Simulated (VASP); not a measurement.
**BaTiO3: single point with r2SCAN+U**

Crystal: BaTiO3.

```
Ba Ti O
1.0
     4.19490    0.00000    0.00000
     0.00000    2.98460    2.99041
     0.00000   -2.98460    2.99041
Ba Ti O
1 1 3
Direct
  0.00000 0.00441 0.00441
  0.50000 0.51358 0.51358
  0.00000 0.49471 0.49471
  0.50000 0.49543 0.98809
  0.50000 0.98809 0.49543
```

This cell differs from its parent crystal: strain +0.050 along x and y, +0.050 along z.

```yaml
Program: VASP 6.6.1
Task: single point
Functional: r2SCAN
Potentials_or_basis: VASP PAW PBE potentials, release 64 (Ba_sv, Ti_sv, O)
Cutoff: 520 eV
k_mesh: 6 × 6 × 6
Occupations: gaussian, width 0.05 eV
Spin: no spin polarisation
Hubbard_terms: Ti d U = 4.0 eV
```

```yaml
Pressure: -16.5 GPa
Largest_force: 0.465 eV/Å
Band_gap_on_the_k_mesh: 2.40 eV (least direct gap 2.80 eV)
```

Forces in eV/Å, atoms in the order of the input:
```
Ba   0.000  0.000  0.049
Ti   0.000  0.000  0.465
O    0.000  0.000  0.050
O    0.000  0.327 -0.282
O    0.000 -0.327 -0.282
```

Stress tensor (GPa, compression positive):
```
-16.63   0.00   0.00
  0.00 -16.57   0.00
  0.00   0.00 -16.26
```

Levels at points of the mesh, in eV from the valence-band top:
| k point | band 17 | band 18 | band 19 | band 20 | band 21 | band 22 | band 23 | band 24 |
| --- | --- | --- | --- | --- | --- | --- | --- | --- |
| (0.00, 0.00, 0.00) | -0.93 | -0.42 | -0.40 | -0.40 | 2.40 | 2.44 | 2.48 | 3.42 |
| (0.50, 0.00, 0.00) | -1.46 | -1.44 | -0.92 | -0.89 | 2.58 | 3.42 | 3.60 | 3.66 |
| (0.00, 0.50, 0.00) | -1.57 | -1.47 | -0.83 | -0.79 | 2.53 | 3.42 | 3.61 | 3.62 |
| (0.50, 0.50, 0.00) | -1.92 | -0.97 | -0.95 | -0.07 | 3.63 | 3.64 | 3.98 | 4.00 |
| (0.00, 0.50, 0.50) | -1.89 | -0.95 | -0.93 | -0.13 | 3.62 | 3.63 | 3.97 | 4.06 |
| (0.50, 0.50, 0.50) | -2.32 | -0.07 | -0.01 | 0.00 | 4.11 | 4.11 | 4.16 | 6.27 |

Eigenvalues of the final occupation matrices:
| site | spin | trace | eigenvalues |
| --- | --- | --- | --- |
| site 2 d | 1 | 0.70 | 0.09 0.09 0.09 0.21 0.21 |
| site 2 d | 2 | 0.70 | 0.09 0.09 0.09 0.21 0.21 |

Run time: 2 min on 1 thread of Intel(R) Xeon(R) 6975P-C (Granite Rapids), with other jobs on the host, peak memory 0.26 GiB.

Caveat: the cell differs from its parent crystal (strain +0.050 along x and y, +0.050 along z); the cell stands under tension; the PAW data sets were made with another functional, which shifts forces and pressure a little; spin-orbit coupling is left out, which moves the levels of the heavy elements. A k mesh can miss the band edges.
